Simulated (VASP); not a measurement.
BN: single point with LDA

The system is BN.

```xyz
2
Lattice="0.0000 1.7904 1.7904 1.7904 0.0000 1.7904 1.7904 1.7904 0.0000" Properties=species:S:1:pos:R:3 pbc="T T T"
N     0.8416    0.8942    0.8752
B    -0.0536   -0.0010   -0.0200
```

This cell differs from its parent crystal: atoms moved at random.

```
Program                : VASP 6.6.1
Task                   : single point
Functional             : LDA
Potentials or basis    : VASP PAW LDA potentials, release 64 (N, B)
Cutoff                 : 520 eV
k mesh                 : 10 × 10 × 10
Occupations            : fermi-dirac, width 0.05 eV
Spin                   : no spin polarisation
Dipole correction      : no
Further INCAR settings : ALGO = Normal; EDIFF = 1e-06; NBANDS = 11
```

```
Pressure               : 0.9 GPa
Band gap on the k mesh : 4.38 eV (least direct gap 8.82 eV)
```

Levels at points of the mesh, in eV from the valence-band top:
```tsv
k point	band 1	band 2	band 3	band 4	band 5	band 6	band 7	band 8
(0.00, 0.00, 0.00)	-20.40	0.00	0.00	0.00	8.82	8.82	8.82	10.91
(0.50, 0.00, 0.00)	-15.98	-10.98	-2.00	-2.00	10.58	10.72	10.72	15.31
(0.50, 0.50, 0.50)	-15.98	-10.98	-2.00	-2.00	10.58	10.72	10.72	15.31
(0.50, 0.50, 0.00)	-14.56	-9.07	-5.07	-5.07	4.38	9.31	18.14	18.14
```

Wall time 7.3 s on 1 thread of AMD EPYC 9R45 96-Core Processor (Zen 5), with other jobs on the host, peak memory 0.09 GiB.

Caveat: the cell differs from its parent crystal (atoms moved at random). A k mesh can miss the band edges.
